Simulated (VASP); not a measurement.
# TiO2 (Rutile) (P4_2/mnm) in VASP: notebook

Runs on TiO2 (Rutile). Level: PBEsol. Tasks: relaxation of cell and atoms, single point.

Program: VASP 6.6.1. These are calculated values, not measurements. Logs are shortened: lines on timing, memory, paths and dates and some standing lists are left out, and cuts for length are marked.

### 1 The cell of the first run

It takes space group P4_2/mnm (No. 136, tetragonal). Conventional cell: a = 4.592 Å, b = 4.592 Å, c = 2.957 Å, α = 90.00°, β = 90.00°, γ = 90.00°. Ti (site symmetry mmm) has 6 O at 1.95 to 1.98 Å within 2.6 Å. O (site symmetry m2m) has 3 Ti at 1.95 to 1.98 Å and 1 O at 2.53 Å within 2.6 Å.

### 2 Relaxation of cell and atoms, PBEsol, target pressure 40 GPa, at which the enthalpy is minimised

INCAR

```
  ALGO = Normal
  EDIFF = 1E-6
  EDIFFG = -0.03
  ENCUT = 600
  GGA = PS
  IBRION = 2
  ISIF = 3
  ISMEAR = 0
  LASPH = True
  LCHARG = False
  LREAL = False
  LWAVE = False
  NELM = 60
  NSW = 100
  PREC = Accurate
  PSTRESS = 400.0
  SIGMA = 0.01
```

KPOINTS

```
k-points
0
Gamma
  6 6 8
```

POSCAR

```
TiO2
1.0
    4.5922000000      0.0000000000      0.0000000000
    0.0000000000      4.5922000000      0.0000000000
    0.0000000000      0.0000000000      2.9574000000
Ti O
2 4
Direct
    0.0000000000      0.0000000000      0.0000000000
    0.5000000000      0.5000000000      0.5000000000
    0.3049600000      0.3049600000      0.0000000000
    0.1950400000      0.8049600000      0.5000000000
    0.6950400000      0.6950400000      0.0000000000
    0.8049600000      0.1950400000      0.5000000000
```

Potentials or basis: VASP PAW PBE potentials, release 64 (Ti_sv, O).

The run is started by

```sh
> cat potpaw_PBE.64/Ti_sv/POTCAR potpaw_PBE.64/O/POTCAR > POTCAR
> mpirun -np 1 vasp_std > vasp.out
```

OUTCAR:

```text
EDIFF = 1E-6
   EDIFFG = -0.03
   ENCUT = 600
   GGA = PS
   IBRION = 2
   ISIF = 3
   ISMEAR = 0
   LASPH = True
   LREAL = False
   NELM = 60
   NSW = 100
   PREC = Accurate
   PSTRESS = 400.0

 ion  position               nearest neighbor table
   1  0.000  0.000  0.000-   4 1.95   6 1.95   4 1.95   6 1.95   5 1.98   3 1.98
   2  0.500  0.500  0.500-   3 1.95   5 1.95   3 1.95   5 1.95   4 1.98   6 1.98
   3  0.305  0.305  0.000-   2 1.95   2 1.95   1 1.98
   4  0.195  0.805  0.500-   1 1.95   1 1.95   2 1.98
   5  0.695  0.695  0.000-   2 1.95   2 1.95   1 1.98
   6  0.805  0.195  0.500-   1 1.95   1 1.95   2 1.98

  LATTYP: Found a simple tetragonal cell.
 ALAT       =     4.5922000000
 C/A-ratio  =     0.6440050520

  Lattice vectors:

 A1 = (   4.5922000000,   0.0000000000,   0.0000000000)
 A2 = (   0.0000000000,   4.5922000000,   0.0000000000)
 A3 = (   0.0000000000,   0.0000000000,   2.9574000000)

Analysis of symmetry for initial positions (statically):
=====================================================================
 Subroutine PRICEL returns:
 Original cell was already a primitive cell.

 Routine SETGRP: Setting up the symmetry group for a
 simple tetragonal supercell.

 Subroutine GETGRP returns: Found 16 space group operations
 (whereof  8 operations were pure point group operations)
 out of a pool of 16 trial point group operations.

The static configuration has the point symmetry D_2h.
 The point group associated with its full space group is D_4h.

Analysis of symmetry for dynamics (positions and initial velocities):
=====================================================================
 Subroutine PRICEL returns:
 Original cell was already a primitive cell.

 Routine SETGRP: Setting up the symmetry group for a
 simple tetragonal supercell.

 Subroutine GETGRP returns: Found 16 space group operations
 (whereof  8 operations were pure point group operations)
 out of a pool of 16 trial point group operations.

The dynamic configuration has the point symmetry D_2h.
 The point group associated with its full space group is D_4h.

 Subroutine INISYM returns: Found 16 space group operations
 (whereof  8 operations are pure point group operations),
 and found     1 'primitive' translations

----------------------------------------------------------------------------------------

                                     Primitive cell

[... 110 lines left out ...]
   NUPDOWN=      -1.0000    fix difference up-down
   EMIN   =  10.00;   EMAX   =-10.00  energy-range for DOS
   EFERMI =   0.00;   METHOD = LEGACY
   ISMEAR =     0;   SIGMA  =   0.01  broadening in eV -4-tet -1-fermi 0-gaus
   EFERMI_NEDOS =   21; number of points for ismear=-14 and -15
   IALGO  =     38    algorithm
   IMIX   =      4    mixing-type and parameters
     AMIX     =   0.40;   BMIX     =  1.00
     AMIX_MAG =   1.60;   BMIX_MAG =  1.00
  volume/ion in A,a.u.               =      10.39        70.15
  Fermi-wavevector in a.u.,A,eV,Ry     =   1.500277  2.835112 30.624403  2.250830
  Thomas-Fermi vector in A             =   2.611798
   LORBIT       =      0    0 simple, 1 ext, 2 COOP (PROOUT), +10 PAW based schemes
   GGA     = PS    functional components
   LHFCALC =     F    Hartree Fock is set to
   AEXX    =    0.0000 exact exchange contribution
   IVDW    =     0    specifies the selected vdW correction
   LEPSILON=     F    determine dielectric tensor
   LRPA    =     F    only Hartree local field effects (RPA)
 conjugate gradient relaxation of ions
 non-spin polarized calculation
 Gauss-broadening in eV      SIGMA  =   0.01
  energy-cutoff  :      600.00
  volume of cell :       62.37
 maximum number of plane-waves:      2102
 NGX is ok and might be reduce to    40
   NGX = 19   NGY = 19   NGZ = 11

--------------------------------------- Ionic step        1  -------------------------------------------

 number of electron      47.9999989 magnetization

 Free energy of the ion-electron system (eV)
  ---------------------------------------------------
  ext. energy  EPLUGINS =         0.00000000
  ---------------------------------------------------
  free energy    TOTEN  =       -56.10476461 eV

  energy without entropy =      -56.10476461  energy(sigma->0) =      -56.10476461

------------------------ aborting loop because EDIFF is reached ----------------------------------------

  FORCE on cell =-STRESS in cart. coord.  units (eV):
  Direction    XX          YY          ZZ          XY          YZ          ZX
  --------------------------------------------------------------------------------------
  -------------------------------------------------------------------------------------
  Total       -0.2600168     -0.2600168     -0.9369205      0.0000000      0.0000000      0.0000000
  in kB       -6.6797525     -6.6797525    -24.0692004      0.0000000      0.0000000      0.0000000
  external PRESSURE =    -412.4762351 kB  Pullay stress =     400.0000000 kB
[... 109 lines left out ...]
  energy  without entropy=      -55.4612178969  energy(sigma->0) =      -55.46121790

  enthalpy is  TOTEN    =       -41.6118613721 eV   P V=       13.8493565248

[... ionic steps 4 to 7 ...]

--------------------------------------- Ionic step        8  -------------------------------------------

 number of electron      48.0000011 magnetization

------------------------ aborting loop because EDIFF is reached ----------------------------------------
[... 79 lines left out ...]
--------------------------------------- Ionic step       10  -------------------------------------------

 number of electron      48.0000013 magnetization

 Free energy of the ion-electron system (eV)
  ---------------------------------------------------
  ext. energy  EPLUGINS =         0.00000000
  ---------------------------------------------------
  free energy    TOTEN  =       -55.26744054 eV

  energy without entropy =      -55.26744054  energy(sigma->0) =      -55.26744054

 E-fermi :   6.3929     XC(G=0): -12.4699

 val. band max:        6.3425821406   @ k =   0.0000   0.0000   0.0000
 cond. band min:       8.3492281288   @ k =   0.0000   0.0000   0.0000
 fundamental gap:      2.0066459881
 Fermi energy:         6.3928788602

 k-point     1 :       0.0000    0.0000    0.0000
  band No.  band energies     occupation
      1     -49.9719      2.00000
      2     -49.9337      2.00000
      3     -26.5796      2.00000
      4     -26.5796      2.00000
      5     -26.2785      2.00000
      6     -26.2785      2.00000
[... 733 lines left out ...]
     27       9.9778      0.00000
     28       9.9778      0.00000

 [... further k-points ...]
[... 5 lines left out ...]
  --------------------------------------------------------------------------------------
  -------------------------------------------------------------------------------------
  Total       13.5471883     13.5471883     13.6046037      0.0000000      0.0000000      0.0000000
  in kB      398.8251865    398.8251865    400.5154803      0.0000000      0.0000000      0.0000000
  external PRESSURE =      -0.6113823 kB  Pullay stress =     400.0000000 kB
[... 25 lines left out ...]
  energy  without entropy=      -55.2674405361  energy(sigma->0) =      -55.26744054

  enthalpy is  TOTEN    =       -41.6803464915 eV   P V=       13.5870940446

 reached required accuracy - stopping structural energy minimisation
```

OSZICAR:

```text
N       E                     dE             d eps       ncg     rms          rms(c)
DAV:   1     0.717342323291E+03    0.71734E+03   -0.27230E+04  2800   0.224E+03
[... 111 lines left out ...]
DAV:   1    -0.552680307599E+02    0.95325E-02   -0.72422E-02  2808   0.283E+00    0.219E-01
DAV:   2    -0.552676728667E+02    0.35789E-03   -0.40317E-03  3472   0.608E-01    0.118E-01
DAV:   3    -0.552674558108E+02    0.21706E-03   -0.69321E-04  3588   0.202E-01    0.386E-02
DAV:   4    -0.552674384816E+02    0.17329E-04   -0.13848E-04  4440   0.983E-02    0.239E-02
DAV:   5    -0.552674391639E+02   -0.68229E-06   -0.13045E-05  3408   0.370E-02    0.133E-02
DAV:   6    -0.552674404061E+02   -0.12422E-05   -0.36819E-06  2864   0.185E-02    0.278E-03
DAV:   7    -0.552674405361E+02   -0.12996E-06   -0.50984E-07  1628   0.599E-03
  10 F= -.41680346E+02 E0= -.41680346E+02  d E =-.320560E-03
```

Wall time 17 min (1 thread of AMD EPYC 7R43 (Zen 3), shared host); peak memory 0.21 GiB.

Results:

| Quantity | Value |
| --- | --- |
| Free energy | -55.2674 eV |
| Relaxed volume | 9.07 Å³/atom |
| Relaxed cell | a = 4.363 Å, b = 4.363 Å, c = 2.858 Å, α = 90.00°, β = 90.00°, γ = 90.00° |
| Space group after relaxing (to 0.05 Å) | P4_2/mnm (No. 136) |
| Energy change on relaxing (the enthalpy is what falls) | +139.6 meV/atom |
| Ionic steps | 10 |
| Pressure after relaxing | 39.9 GPa |
| Band gap on the k mesh | 2.01 eV, direct |

Step by step:
```
step  energy change (eV)  largest force (eV/Å)  pressure (GPa)  volume (Å³)
   1              0.0000                0.0539           -1.25        62.37
   2             10.7345                3.5017          233.07        41.20
   3              0.6435                0.7273           34.67        55.47
   4              0.7713                0.7946           38.61        54.91
   5              0.8174                0.8177           39.98        54.73
   6              0.9190                0.4513           41.40        54.15
   7              0.8583                0.0267           40.69        54.34
   8              0.7952                0.0246           38.72        54.59
   9              0.8272                0.0252           39.67        54.46
  10              0.8373                0.0009           39.94        54.42
```

Final structure:
```yaml
crystal:
  lattice:
    - [4.36344, 0.00000, 0.00000]
    - [0.00000, 4.36344, 0.00000]
    - [0.00000, 0.00000, 2.85838]
  atoms:
    - { symbol: Ti, position: [0.00000, 0.00000, 0.00000] }
    - { symbol: Ti, position: [0.50000, 0.50000, 0.50000] }
    - { symbol: O, position: [0.30147, 0.30147, 0.00000] }
    - { symbol: O, position: [0.19853, 0.80147, 0.50000] }
    - { symbol: O, position: [0.69853, 0.69853, 0.00000] }
    - { symbol: O, position: [0.80147, 0.19853, 0.50000] }
```

Caveat: the cell is relaxed towards a set pressure, so the enthalpy falls and the energy may rise; the PAW data sets were made with another functional, which shifts forces and pressure a little.

[end of part 1 of 3]
